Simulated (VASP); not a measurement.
# HgTe: single point with LDA

HgTe:

```xyz
2
Lattice="0.0000 3.0435 3.0435 3.0435 0.0000 3.0435 3.0435 3.0435 0.0000" Properties=species:S:1:pos:R:3 pbc="T T T"
Hg    0.0000    0.0000    0.0000
Te    3.0435    3.0435    3.0435
```

* Program: VASP 6.6.1
* Task: single point
* Functional: LDA
* Potentials or basis: VASP PAW LDA potentials, release 64 (Hg, Te)
* Cutoff: 500 eV
* k mesh: 4 × 4 × 4
* Occupations: fermi-dirac, width 0.02 eV
* Spin: no spin polarisation
* Dipole correction: no
* Further INCAR settings: ALGO = Normal; EDIFF = 1e-06; NBANDS = 16

The pressure is -2.4 GPa and the band gap on the k mesh is zero (band 9 reaches 4.65 eV, above the bottom of band 10 at 2.05 eV).

Levels at points of the mesh, in eV from the Fermi level:
```csv
k point,band 5,band 6,band 7,band 8,band 9,band 10,band 11,band 12,band 13,band 14
"(0.00, 0.00, 0.00)",-7.07,-7.07,-1.37,-0.97,-0.97,-0.97,7.30,7.30,7.30,7.34
"(0.50, 0.00, 0.00)",-6.90,-6.90,-5.92,0.02,0.02,2.21,3.35,3.55,3.55,9.98
"(0.50, 0.50, 0.00)",-6.82,-6.21,-4.61,-3.19,-2.57,-2.57,4.47,8.77,8.77,9.30
```

It took 4.9 s on 1 thread of Intel(R) Xeon(R) 6975P-C (Granite Rapids) (shared host), peak memory 0.14 GiB.

Caveat: the k points lie up to 0.45 Å⁻¹ apart; spin-orbit coupling is left out, which moves the levels of the heavy elements.
